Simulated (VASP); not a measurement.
# CuSi16 (a cell with a defect) in VASP: relaxation of the atoms with PBE

Aim: the relaxation of the atoms of CuSi16 (a cell with a defect) with PBE.

Program: VASP 6.6.1. These are calculated values, not measurements. Logs are shortened: lines on timing, memory, paths and dates and some standing lists are left out, and cuts for length are marked.

## Step 1: The cell of the first run

The cell holds a defect, 17 atoms: a = 7.679 Å, b = 7.679 Å, c = 7.679 Å, α = 60.00°, β = 60.00°, γ = 60.00°.

## Step 2: Relaxation of the atoms, PBE

Contents of INCAR:

```
SYSTEM = CuSi16
PREC = Accurate ; ENCUT = 520
EDIFF = 1E-6 ; ISMEAR = 0
SIGMA = 0.05 ; LREAL = Auto
LASPH = .True. ; NELM = 60
ALGO = Normal ; ISIF = 2
LWAVE = .False. ; LCHARG = .False.
GGA = PE ; IBRION = 2
NSW = 80 ; EDIFFG = -0.03
NELECT = 74.0
```

Contents of KPOINTS:

```
regular mesh
0
Gamma
  2 2 2
  0 0 0
```

Contents of POSCAR:

```
CuSi16
1.0
    0.0000000000      5.4300000000      5.4300000000
    5.4300000000      0.0000000000      5.4300000000
    5.4300000000      5.4300000000      0.0000000000
Si Cu
16 1
Direct
    0.0000000000      0.0000000000      0.0000000000
    0.1250000000      0.1250000000      0.1250000000
    0.0000000000      0.0000000000      0.5000000000
    0.1250000000      0.1250000000      0.6250000000
    0.0000000000      0.5000000000      0.0000000000
    0.1250000000      0.6250000000      0.1250000000
    0.0000000000      0.5000000000      0.5000000000
    0.1250000000      0.6250000000      0.6250000000
    0.5000000000      0.0000000000      0.0000000000
    0.6250000000      0.1250000000      0.1250000000
    0.5000000000      0.0000000000      0.5000000000
    0.6250000000      0.1250000000      0.6250000000
    0.5000000000      0.5000000000      0.0000000000
    0.6250000000      0.6250000000      0.1250000000
    0.5000000000      0.5000000000      0.5000000000
    0.6250000000      0.6250000000      0.6250000000
    0.2524355100      0.2639814400      1.2425445500
```

Potentials or basis: VASP PAW PBE potentials, release 64 (Si, Cu).

Launch:

```console
cat potpaw_PBE.64/Si/POTCAR potpaw_PBE.64/Cu/POTCAR > POTCAR
mpirun -np 1 vasp_std > vasp.out
```

OUTCAR:

```text
SYSTEM = CuSi16
   PREC = Accurate
   ENCUT = 520
   EDIFF = 1E-6
   ISMEAR = 0
   LREAL = Auto
   LASPH = .True.
   NELM = 60
   ISIF = 2
   GGA = PE
   IBRION = 2
   NSW = 80
   EDIFFG = -0.03
   NELECT = 74.0

 ion  position               nearest neighbor table
   1  0.000  0.000  0.000-   2 2.35   4 2.35   6 2.35  10 2.35
   2  0.125  0.125  0.125-   1 2.35   3 2.35   5 2.35   9 2.35  17 2.41
   3  0.000  0.000  0.500-   2 2.35   4 2.35   8 2.35  12 2.35  17 2.80
   4  0.125  0.125  0.625-   1 2.35   3 2.35   7 2.35  11 2.35  17 2.40
   5  0.000  0.500  0.000-   2 2.35   6 2.35   8 2.35  14 2.35  17 2.69
   6  0.125  0.625  0.125-  17 2.26   5 2.35   7 2.35  13 2.35   1 2.35
   7  0.000  0.500  0.500-   4 2.35   6 2.35   8 2.35  16 2.35  17 2.68
   8  0.125  0.625  0.625-   3 2.35   5 2.35   7 2.35  15 2.35
   9  0.500  0.000  0.000-   2 2.35  10 2.35  12 2.35  14 2.35  17 2.75
  10  0.625  0.125  0.125-  17 2.34   9 2.35  11 2.35  13 2.35   1 2.35
  11  0.500  0.000  0.500-   4 2.35  10 2.35  12 2.35  16 2.35  17 2.74
  12  0.625  0.125  0.625-   3 2.35   9 2.35  11 2.35  15 2.35
  13  0.500  0.500  0.000-   6 2.35  10 2.35  14 2.35  16 2.35  17 2.63
  14  0.625  0.625  0.125-   5 2.35   9 2.35  13 2.35  15 2.35
  15  0.500  0.500  0.500-   8 2.35  12 2.35  14 2.35  16 2.35
  16  0.625  0.625  0.625-   7 2.35  11 2.35  13 2.35  15 2.35
  17  0.252  0.264  0.243-   6 2.26  10 2.34   4 2.40   2 2.41  13 2.63   7 2.68   5 2.69  11 2.74
                             9 2.75   3 2.80

  LATTYP: Found a face centered cubic cell.
 ALAT       =    10.8600000000

  Lattice vectors:

 A1 = (   0.0000000000,   5.4300000000,   5.4300000000)
 A2 = (   5.4300000000,   0.0000000000,   5.4300000000)
 A3 = (   5.4300000000,   5.4300000000,   0.0000000000)

Analysis of symmetry for initial positions (statically):
=====================================================================
 Subroutine PRICEL returns:
 Original cell was already a primitive cell.

 Routine SETGRP: Setting up the symmetry group for a
 face centered cubic supercell.

 Subroutine GETGRP returns: Found  1 space group operations
 (whereof  1 operations were pure point group operations)
 out of a pool of 48 trial point group operations.

The static configuration has the point symmetry C_1 .

Analysis of symmetry for dynamics (positions and initial velocities):
=====================================================================
 Subroutine PRICEL returns:
 Original cell was already a primitive cell.

 Routine SETGRP: Setting up the symmetry group for a
 face centered cubic supercell.

 Subroutine GETGRP returns: Found  1 space group operations
 (whereof  1 operations were pure point group operations)
 out of a pool of 48 trial point group operations.

The dynamic configuration has the point symmetry C_1 .

 Subroutine INISYM returns: Found  1 space group operations
 (whereof  1 operations are pure point group operations),
 and found     1 'primitive' translations

----------------------------------------------------------------------------------------

                                     Primitive cell

  volume of cell :     320.2060

  direct lattice vectors                    reciprocal lattice vectors
     0.000000000  5.430000000  5.430000000    -0.092081031  0.092081031  0.092081031
     5.430000000  0.000000000  5.430000000     0.092081031 -0.092081031  0.092081031
     5.430000000  5.430000000  0.000000000     0.092081031  0.092081031 -0.092081031

  length of vectors
     7.679179644  7.679179644  7.679179644     0.159489025  0.159489025  0.159489025

  position of ions in fractional coordinates (direct lattice)
     0.000000000  0.000000000  0.000000000
     0.125000000  0.125000000  0.125000000
     0.000000000  0.000000000  0.500000000
     0.125000000  0.125000000  0.625000000
     0.000000000  0.500000000  0.000000000
     0.125000000  0.625000000  0.125000000
[... 9 lines left out ...]
     0.625000000  0.625000000  0.625000000
     0.252435510  0.263981440  0.242544550

  ion indices of the primitive-cell ions
   primitive index   ion index
                 1           1
                 2           2
                 3           3
                 4           4
                 5           5
                 6           6
[... 9 lines left out ...]
                16          16
                17          17

----------------------------------------------------------------------------------------

 KPOINTS: regular mesh

Automatic generation of k-mesh.
 Grid dimensions read from file:
 generate k-points for:    2    2    2

 Generating k-lattice:

  Cartesian coordinates                     Fractional coordinates (reciprocal lattice)
    -0.046040516  0.046040516  0.046040516     0.500000000  0.000000000  0.000000000
     0.046040516 -0.046040516  0.046040516     0.000000000  0.500000000  0.000000000
     0.046040516  0.046040516 -0.046040516     0.000000000  0.000000000  0.500000000

  Length of vectors
     0.079744512  0.079744512  0.079744512

  Shift w.r.t. Gamma in fractional coordinates (k-lattice)
     0.000000000  0.000000000  0.000000000

 Subroutine IBZKPT returns following result:
 ===========================================

 Found      8 irreducible k-points:

 Following reciprocal coordinates:
            Coordinates               Weight
  0.000000  0.000000  0.000000      1.000000
  0.500000  0.000000  0.000000      1.000000
  0.000000  0.500000  0.000000      1.000000
  0.000000  0.000000  0.500000      1.000000
  0.500000  0.500000  0.500000      1.000000
  0.500000  0.500000  0.000000      1.000000
  0.000000  0.500000  0.500000      1.000000
  0.500000  0.000000  0.500000      1.000000
   k-points           NKPTS =      8   k-points in BZ     NKDIM =      8   number of bands    NBANDS=     46
   number of dos      NEDOS =    301   number of ions     NIONS =     17
   total plane-waves  NPLWV = 216000
   dimension x,y,z NGX =    60 NGY =   60 NGZ =   60
   dimension x,y,z NGXF=   120 NGYF=  120 NGZF=  120
   ions per type =              16   1
   NGX,Y,Z   is equivalent  to a cutoff of  12.99, 12.99, 12.99 a.u.
   NGXF,Y,Z  is equivalent  to a cutoff of  25.98, 25.98, 25.98 a.u.
 SYSTEM =  CuSi16
   PREC   = accura    normal or accurate (medium, high low for compatibility)
   ISTART =      0    job   : 0-new  1-cont  2-samecut
   ICHARG =      2    charge: 1-file 2-atom 10-const
   ISPIN  =      1    spin polarized calculation?
   LNONCOLLINEAR =      F non collinear calculations
   LSORBIT =      F    spin-orbit coupling
   LASPH  =      T    aspherical Exc in radial PAW
   ENCUT  =  520.0 eV  38.22 Ry    6.18 a.u.  14.28 14.28 14.28*2*pi/ulx,y,z
   NELM   =     60;   NELMIN=  2; NELMDL= -5     # of ELM steps
   EDIFF  = 0.1E-05   stopping-criterion for ELM
   LREAL  =      T    real-space projection
   EDIFFG = -.3E-01   stopping-criterion for IOM
   NSW    =     80    number of steps for IOM
   IBRION =      2    ionic relax: 0-MD 1-quasi-New 2-CG
   NFREE  =      1    steps in history (QN), initial steepest desc. (CG)
   ISIF   =      2    stress and relaxation
   ISYM   =      2    0-nonsym 1-usesym 2-fastsym
   POTIM  = 0.5000    time-step for ionic-motion
   TEBEG  =    0.0;   TEEND  =   0.0 temperature during run
   PSTRESS=    0.0 pullay stress
   NELECT =      74.0000    total number of electrons
   NUPDOWN=      -1.0000    fix difference up-down
   EMIN   =  10.00;   EMAX   =-10.00  energy-range for DOS
   EFERMI =   0.00;   METHOD = LEGACY
   ISMEAR =     0;   SIGMA  =   0.05  broadening in eV -4-tet -1-fermi 0-gaus
   EFERMI_NEDOS =   21; number of points for ismear=-14 and -15
   IALGO  =     38    algorithm
   IMIX   =      4    mixing-type and parameters
     AMIX     =   0.40;   BMIX     =  1.00
     AMIX_MAG =   1.60;   BMIX_MAG =  1.00
  volume/ion in A,a.u.               =      18.84       127.11
  Fermi-wavevector in a.u.,A,eV,Ry     =   1.004636  1.898488 13.732283  1.009294
  Thomas-Fermi vector in A             =   2.137265
   LORBIT       =      0    0 simple, 1 ext, 2 COOP (PROOUT), +10 PAW based schemes
   GGA     = PE    functional components
   LHFCALC =     F    Hartree Fock is set to
   AEXX    =    0.0000 exact exchange contribution
   IVDW    =     0    specifies the selected vdW correction
   LEPSILON=     F    determine dielectric tensor
   LRPA    =     F    only Hartree local field effects (RPA)
 conjugate gradient relaxation of ions
 non-spin polarized calculation
 Gauss-broadening in eV      SIGMA  =   0.05
  energy-cutoff  :      520.00
  volume of cell :      320.21
 maximum number of plane-waves:      8646
 NGX is ok and might be reduce to    60
   NGX = 29   NGY = 29   NGZ = 29

--------------------------------------- Ionic step        1  -------------------------------------------

 number of electron      74.0000004 magnetization

 Free energy of the ion-electron system (eV)
  ---------------------------------------------------
  ext. energy  EPLUGINS =         0.00000000
  ---------------------------------------------------
  free energy    TOTEN  =       -94.06691146 eV

  energy without entropy =      -94.05789270  energy(sigma->0) =      -94.06240208

------------------------ aborting loop because EDIFF is reached ----------------------------------------

  FORCE on cell =-STRESS in cart. coord.  units (eV):
  Direction    XX          YY          ZZ          XY          YZ          ZX
  --------------------------------------------------------------------------------------
  -------------------------------------------------------------------------------------
  Total       -0.5381947     -0.5377470     -0.5400027     -0.6968445     -0.3117801      0.2609811
  in kB       -2.6929016     -2.6906616     -2.7019482     -3.4867190     -1.5600177      1.3058407
  external PRESSURE =      -2.6951705 kB  Pullay stress =       0.0000000 kB
[... 134 lines left out ...]
  FREE ENERGIE OF THE ION-ELECTRON SYSTEM (eV)
  ---------------------------------------------------
  free  energy   TOTEN  =       -94.1817442047 eV

  energy  without entropy=      -94.1732238509  energy(sigma->0) =      -94.17748403

[... ionic steps 4 to 30 ...]

--------------------------------------- Ionic step       31  -------------------------------------------

 number of electron      74.0000000 magnetization

------------------------ aborting loop because EDIFF is reached ----------------------------------------

  FORCE on cell =-STRESS in cart. coord.  units (eV):
  Direction    XX          YY          ZZ          XY          YZ          ZX
  --------------------------------------------------------------------------------------
  -------------------------------------------------------------------------------------
  Total       -1.8042875     -1.8395365     -1.5951372     -0.2742662     -0.0615692     -0.0006099
  in kB       -9.0279023     -9.2042735     -7.9814013     -1.3723135     -0.3080666     -0.0030517
  external PRESSURE =      -8.7378590 kB  Pullay stress =       0.0000000 kB
[... 87 lines left out ...]
  energy  without entropy=      -94.2187476920  energy(sigma->0) =      -94.21874807

--------------------------------------- Ionic step       33  -------------------------------------------

 number of electron      74.0000000 magnetization

 Free energy of the ion-electron system (eV)
  ---------------------------------------------------
  ext. energy  EPLUGINS =         0.00000000
  ---------------------------------------------------
  free energy    TOTEN  =       -94.21927554 eV

  energy without entropy =      -94.21927496  energy(sigma->0) =      -94.21927525

 E-fermi :   6.3668     XC(G=0):  -9.6070

 val. band max:        6.2130593424   @ k =   0.0000   0.0000   0.0000
 cond. band min:       6.5201735465   @ k =   0.0000   0.0000   0.0000
 fundamental gap:      0.3071142041
 Fermi energy:         6.3668156040

 k-point     1 :       0.0000    0.0000    0.0000
  band No.  band energies     occupation
      1      -5.8964      2.00000
      2      -3.5469      2.00000
      3      -3.5077      2.00000
      4      -3.4783      2.00000
      5      -3.4728      2.00000
      6      -2.0491      2.00000
[... 425 lines left out ...]
  FREE ENERGIE OF THE ION-ELECTRON SYSTEM (eV)
  ---------------------------------------------------
  free  energy   TOTEN  =       -94.2192755428 eV

  energy  without entropy=      -94.2192749612  energy(sigma->0) =      -94.21927525

 reached required accuracy - stopping structural energy minimisation
```

Wall time 1.7 h (1 thread of Oxide Virtual Turin-like, shared host); peak memory 0.53 GiB.

What came out:

```
Free energy                  : -94.2193 eV
Energy gained by relaxing    : 9.0 meV/atom
Ionic steps                  : 33
Largest force after relaxing : 0.023 eV/Å
```

Forces in eV/Å, atoms in the order of the input:
```
Si   0.006 -0.007  0.016
Si   0.002  0.008  0.010
Si  -0.008  0.011  0.003
Si  -0.009  0.003  0.000
Si  -0.019 -0.004  0.001
Si   0.006 -0.007  0.014
Si   0.007  0.017  0.002
Si  -0.008  0.010  0.006
Si   0.003 -0.005 -0.005
Si  -0.004  0.003 -0.023
Si   0.007 -0.004 -0.004
Si   0.009 -0.012 -0.002
Si   0.007 -0.009  0.008
Si   0.008  0.010 -0.002
Si  -0.007  0.009 -0.007
Si  -0.011 -0.008 -0.006
Cu   0.010 -0.016 -0.010
```

Step by step:
| step | energy change (eV) | largest force (eV/Å) | pressure (GPa) |
| --- | --- | --- | --- |
| 1 | 0.0000 | 1.2940 | -0.27 |
| 2 | -0.1146 | 0.2900 | -0.75 |
| 3 | -0.1148 | 0.2796 | -0.74 |
| 4 | -0.1204 | 0.1094 | -0.74 |
| 5 | -0.1210 | 0.1184 | -0.75 |
| 6 | -0.1232 | 0.0670 | -0.74 |
| 7 | -0.1236 | 0.0656 | -0.72 |
| 8 | -0.1247 | 0.0423 | -0.73 |
| 9 | -0.1250 | 0.0668 | -0.77 |
| 10 | -0.1255 | 0.0689 | -0.74 |
| 11 | -0.1261 | 0.0931 | -0.76 |
| 12 | -0.1263 | 0.0933 | -0.76 |
| 13 | -0.1268 | 0.0960 | -0.74 |
| 14 | -0.1279 | 0.1019 | -0.75 |
| 15 | -0.1299 | 0.1163 | -0.76 |
| 16 | -0.1333 | 0.1564 | -0.77 |
| 17 | -0.1347 | 0.2454 | -0.83 |
| 18 | -0.1353 | 0.2099 | -0.81 |
| 19 | -0.1365 | 0.1956 | -0.81 |
| 20 | -0.1396 | 0.1532 | -0.85 |
| 21 | -0.1420 | 0.1159 | -0.89 |
| 22 | -0.1432 | 0.0987 | -0.92 |
| 23 | -0.1457 | 0.0748 | -0.91 |
| 24 | -0.1454 | 0.1566 | -0.88 |
| 25 | -0.1464 | 0.0891 | -0.90 |
| 26 | -0.1479 | 0.0683 | -0.88 |
| 27 | -0.1496 | 0.0792 | -0.88 |
| 28 | -0.1509 | 0.0484 | -0.89 |
| 29 | -0.1511 | 0.0399 | -0.86 |
| 30 | -0.1515 | 0.0409 | -0.90 |
| 31 | -0.1516 | 0.0421 | -0.87 |
| 32 | -0.1518 | 0.0362 | -0.85 |
| 33 | -0.1524 | 0.0234 | -0.88 |

Final structure:
```cif
data_structure
_symmetry_space_group_name_H-M 'P 1'
_symmetry_Int_Tables_number 1
_cell_length_a 7.6792
_cell_length_b 7.6792
_cell_length_c 7.6792
_cell_angle_alpha 60.000
_cell_angle_beta 60.000
_cell_angle_gamma 60.000
_cell_volume 320.21
loop_
_atom_site_label
_atom_site_type_symbol
_atom_site_fract_x
_atom_site_fract_y
_atom_site_fract_z
_atom_site_occupancy
Si1 Si 0.99422 0.03004 0.98839 1
Si2 Si 0.12988 0.12030 0.13102 1
Si3 Si 0.99930 0.98799 0.50651 1
Si4 Si 0.12936 0.12009 0.61989 1
Si5 Si 0.99916 0.50688 0.00147 1
Si6 Si 0.11385 0.65902 0.11353 1
Si7 Si 0.99885 0.50690 0.49268 1
Si8 Si 0.12892 0.61337 0.62876 1
Si9 Si 0.50641 0.98785 0.00198 1
Si10 Si 0.62615 0.11915 0.12723 1
Si11 Si 0.50608 0.98785 0.50369 1
Si12 Si 0.62658 0.11503 0.62901 1
Si13 Si 0.49447 0.50690 0.99909 1
Si14 Si 0.62669 0.61328 0.13273 1
Si15 Si 0.50107 0.48884 0.50469 1
Si16 Si 0.62643 0.61330 0.62683 1
Cu1 Cu 0.24502 0.28721 0.23506 1
```

Caveat: the k points lie up to 0.50 Å⁻¹ apart; the cell carries a net charge on a neutralising background, which shifts energy and pressure; the cell is charged against a uniform background, so pressure and absolute levels hang on convention.
